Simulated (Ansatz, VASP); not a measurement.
Two plane-wave programs on Ga

```xyz
2
Lattice="0.0000 2.8744 2.8744 2.8744 0.0000 2.8744 2.8744 2.8744 0.0000" Properties=species:S:1:pos:R:3 pbc="T T T"
Ga   -0.7186   -0.7186   -0.7186
Ga    0.7186    0.7186    0.7186
```

Alike in both runs: task relaxation of cell and atoms; functional PBE; k mesh 12 × 12 × 12; occupations fermi-dirac, width 0.05 eV; no spin polarisation.

|  | VASP | Ansatz |
| --- | --- | --- |
| version | VASP 6.6.1 | Ansatz 0.2.0 |
| potentials or method | VASP PAW PBE potentials, release 64 (Ga_d) | PAW with Ansatz's default frozen-core files, scalar-relativistic |
| plane-wave cutoff (eV) | 600 | 420 |
| valence electrons in the cell | 26 | 26 |

Ansatz gave:

| Quantity | Value |
| --- | --- |
| relaxed volume (Å³/atom) | 25.39 |
| relaxed length of the cell vector where the two differ most in proportion (Å) | 4.157 |

Task: Which values does VASP return?

Result: Relaxed volume (Å³/atom): 25.45; relaxed length of the cell vector where the two differ most in proportion (Å): 4.160.
